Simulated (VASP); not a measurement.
# As (Im-3m) in VASP: single point with PBE

Aim: the single point of As with PBE.

Program: VASP 6.6.1. These are calculated values, not measurements. Logs are shortened: lines on timing, memory, paths and dates and some standing lists are left out, and cuts for length are marked.

## (1) The cell of the first run

Symmetry: Im-3m, No. 229, cubic system. The conventional cell has a = 3.368 Å, b = 3.368 Å, c = 3.368 Å, α = 90.00°, β = 90.00°, γ = 90.00°. As (site symmetry m-3m) has 14 As at 2.92 to 3.37 Å within 3.8 Å.

## (2) Single point, PBE

File INCAR:

```
SYSTEM = As
  PREC = Accurate
  ENCUT = 520
  EDIFF = 1E-6
  ISMEAR = -1
  SIGMA = 0.13605693000000002
  LREAL = .FALSE.
  LASPH = .TRUE.
  NELM = 100
  ALGO = Normal
  ISIF = 2
  LWAVE = .FALSE.
  LCHARG = .TRUE.
  GGA = PE
  LELF = .TRUE.
  LVHAR = .TRUE.
  NBANDS = 8
```

File KPOINTS:

```
Automatic mesh
0
G
  14 14 14
  0 0 0
```

File POSCAR:

```
As
1.0
   -1.6839316458      1.6839316458      1.6839316458
    1.6839316458     -1.6839316458      1.6839316458
    1.6839316458      1.6839316458     -1.6839316458
As
1
Direct
    0.0000000000      0.0000000000      0.0000000000
```

Potentials or basis: VASP PAW PBE potentials, release 64 (As).

Run with:

```
$ cat potpaw_PBE.64/As/POTCAR > POTCAR
$ mpirun -np 1 vasp_std > vasp.out
```

OUTCAR:

```text
SYSTEM = As
   PREC = Accurate
   ENCUT = 520
   EDIFF = 1E-6
   ISMEAR = -1
   LREAL = .FALSE.
   LASPH = .TRUE.
   NELM = 100
   ISIF = 2
   GGA = PE

 ion  position               nearest neighbor table
   1  0.000  0.000  0.000-

  LATTYP: Found a body centered cubic cell.
 ALAT       =     3.3678632916

  Lattice vectors:

 A1 = (  -1.6839316458,   1.6839316458,   1.6839316458)
 A2 = (   1.6839316458,  -1.6839316458,   1.6839316458)
 A3 = (   1.6839316458,   1.6839316458,  -1.6839316458)

Analysis of symmetry for initial positions (statically):
=====================================================================
 Subroutine PRICEL returns:
 Original cell was already a primitive cell.

 Routine SETGRP: Setting up the symmetry group for a
 body centered cubic supercell.

 Subroutine GETGRP returns: Found 48 space group operations
 (whereof 48 operations were pure point group operations)
 out of a pool of 48 trial point group operations.

The static configuration has the point symmetry O_h .

Analysis of symmetry for dynamics (positions and initial velocities):
=====================================================================
 Subroutine PRICEL returns:
 Original cell was already a primitive cell.

 Routine SETGRP: Setting up the symmetry group for a
 body centered cubic supercell.

 Subroutine GETGRP returns: Found 48 space group operations
 (whereof 48 operations were pure point group operations)
 out of a pool of 48 trial point group operations.

The dynamic configuration has the point symmetry O_h .

 Subroutine INISYM returns: Found 48 space group operations
 (whereof 48 operations are pure point group operations),
 and found     1 'primitive' translations

----------------------------------------------------------------------------------------

                                     Primitive cell

  volume of cell :      19.1000

  direct lattice vectors                    reciprocal lattice vectors
    -1.683931646  1.683931646  1.683931646     0.000000000  0.296924166  0.296924166
     1.683931646 -1.683931646  1.683931646     0.296924166  0.000000000  0.296924166
     1.683931646  1.683931646 -1.683931646     0.296924166  0.296924166  0.000000000

  length of vectors
     2.916655167  2.916655167  2.916655167     0.419914183  0.419914183  0.419914183

  position of ions in fractional coordinates (direct lattice)
     0.000000000  0.000000000  0.000000000

  ion indices of the primitive-cell ions
[... 75 lines left out ...]
   LREAL  =      F    real-space projection
   EDIFFG = 0.1E-04   stopping-criterion for IOM
   NSW    =      0    number of steps for IOM
   IBRION =     -1    ionic relax: 0-MD 1-quasi-New 2-CG
   NFREE  =      0    steps in history (QN), initial steepest desc. (CG)
   ISIF   =      2    stress and relaxation
   ISYM   =      2    0-nonsym 1-usesym 2-fastsym
   POTIM  = 0.5000    time-step for ionic-motion
   TEBEG  =    0.0;   TEEND  =   0.0 temperature during run
   PSTRESS=    0.0 pullay stress
   NELECT =       5.0000    total number of electrons
   NUPDOWN=      -1.0000    fix difference up-down
   EMIN   =  10.00;   EMAX   =-10.00  energy-range for DOS
   EFERMI =   0.00;   METHOD = LEGACY
   ISMEAR =    -1;   SIGMA  =   0.14  broadening in eV -4-tet -1-fermi 0-gaus
   EFERMI_NEDOS =   21; number of points for ismear=-14 and -15
   IALGO  =     38    algorithm
   IMIX   =      4    mixing-type and parameters
     AMIX     =   0.40;   BMIX     =  1.00
     AMIX_MAG =   1.60;   BMIX_MAG =  1.00
  volume/ion in A,a.u.               =      19.10       128.89
  Fermi-wavevector in a.u.,A,eV,Ry     =   1.047258  1.979031 14.922182  1.096749
  Thomas-Fermi vector in A             =   2.182131
   LORBIT       =      0    0 simple, 1 ext, 2 COOP (PROOUT), +10 PAW based schemes
   GGA     = PE    functional components
   LHFCALC =     F    Hartree Fock is set to
   AEXX    =    0.0000 exact exchange contribution
   IVDW    =     0    specifies the selected vdW correction
   LEPSILON=     F    determine dielectric tensor
   LRPA    =     F    only Hartree local field effects (RPA)
 non-spin polarized calculation
  energy-cutoff  :      520.00
  volume of cell :       19.10
 maximum number of plane-waves:       537
 NGX is ok and might be reduce to    24
   NGX = 11   NGY = 11   NGZ = 11

 number of electron       4.9999999 magnetization

 Free energy of the ion-electron system (eV)
  ---------------------------------------------------
  ext. energy  EPLUGINS =         0.00000000
  ---------------------------------------------------
  free energy    TOTEN  =        -4.25099474 eV

  energy without entropy =       -4.21973107  energy(sigma->0) =       -4.23536291

 E-fermi :   6.3866     XC(G=0): -10.7592

 val. band max:        6.3718785730   @ k =   0.3571   0.1429   0.0000
 cond. band min:       6.3917520152   @ k =  -0.3571   0.3571   0.2857
 fundamental gap:      0.0198734422
 Fermi energy:         6.3865880440

 k-point     1 :       0.0000    0.0000    0.0000
  band No.  band energies     occupation
      1      -8.6033      2.00000
      2      12.3027      0.00000
      3      12.3027      0.00000
      4      12.3027      0.00000
      5      19.4544      0.00000
      6      19.4544      0.00000
      7      19.4544      0.00000
      8      20.9721      0.00000
[... 243 lines left out ...]
 k-point    24 :       0.3571    0.2857   -0.0000
  band No.  band energies     occupation
      1      -2.9960      2.00000
      2       1.5388      2.00000
      3       2.8634      2.00000
      4       9.1926      0.00000
      5      16.8362      0.00000
      6      19.7938      0.00000
      7      20.9502      0.00000
      8      25.1569      0.00000

 [... further k-points ...]

------------------------ aborting loop because EDIFF is reached ----------------------------------------

  FORCE on cell =-STRESS in cart. coord.  units (eV):
  Direction    XX          YY          ZZ          XY          YZ          ZX
  --------------------------------------------------------------------------------------
  -------------------------------------------------------------------------------------
  Total       -0.0195201     -0.0195201     -0.0195201     -0.0000000      0.0000000     -0.0000000
  in kB       -1.6374166     -1.6374166     -1.6374166     -0.0000000      0.0000000     -0.0000000
  external PRESSURE =      -1.6374166 kB  Pullay stress =       0.0000000 kB

 VOLUME and BASIS-vectors are now :
 -----------------------------------------------------------------------------
  energy-cutoff  :      520.00
  volume of cell :       19.10
      direct lattice vectors                 reciprocal lattice vectors
    -1.683931646  1.683931646  1.683931646     0.000000000  0.296924166  0.296924166
     1.683931646 -1.683931646  1.683931646     0.296924166  0.000000000  0.296924166
     1.683931646  1.683931646 -1.683931646     0.296924166  0.296924166  0.000000000

 POSITION                                       TOTAL-FORCE (eV/Angst)
 -----------------------------------------------------------------------------------
      0.00000      0.00000      0.00000         0.000000      0.000000      0.000000
 -----------------------------------------------------------------------------------
    total drift:                                0.000000      0.000000      0.000000

  FREE ENERGIE OF THE ION-ELECTRON SYSTEM (eV)
  ---------------------------------------------------
  free  energy   TOTEN  =        -4.2509947438 eV

  energy  without entropy=       -4.2197310726  energy(sigma->0) =       -4.23536291
```

OSZICAR:

```text
N       E                     dE             d eps       ncg     rms          rms(c)
DAV:   1     0.222778564747E+01    0.22278E+01   -0.20988E+03  1664   0.472E+02
DAV:   2    -0.419506499698E+01   -0.64229E+01   -0.61679E+01  2336   0.492E+01
DAV:   3    -0.425424044803E+01   -0.59175E-01   -0.58904E-01  1880   0.498E+00
DAV:   4    -0.425427687621E+01   -0.36428E-04   -0.36427E-04  2680   0.144E-01
DAV:   5    -0.425427688115E+01   -0.49414E-08   -0.54245E-08  1896   0.101E-03    0.185E+00
DAV:   6    -0.425187941928E+01    0.23975E-02   -0.23309E-03  2000   0.252E-01    0.108E+00
DAV:   7    -0.425097331099E+01    0.90611E-03   -0.44744E-03  1904   0.350E-01    0.470E-02
DAV:   8    -0.425099465046E+01   -0.21339E-04   -0.53789E-05  2176   0.541E-02    0.559E-03
DAV:   9    -0.425099474376E+01   -0.93297E-07   -0.34221E-07  2200   0.467E-03
   1 F= -.42509947E+01 E0= -.42353629E+01  d E =-.312637E-01
```

Wall time 4.2 s (1 thread of Intel Xeon 6975P-C (Granite Rapids), shared host); peak memory 0.14 GiB.

What came out:

| Property | Result |
| --- | --- |
| Free energy | -4.2510 eV |
| Pressure | -0.2 GPa |
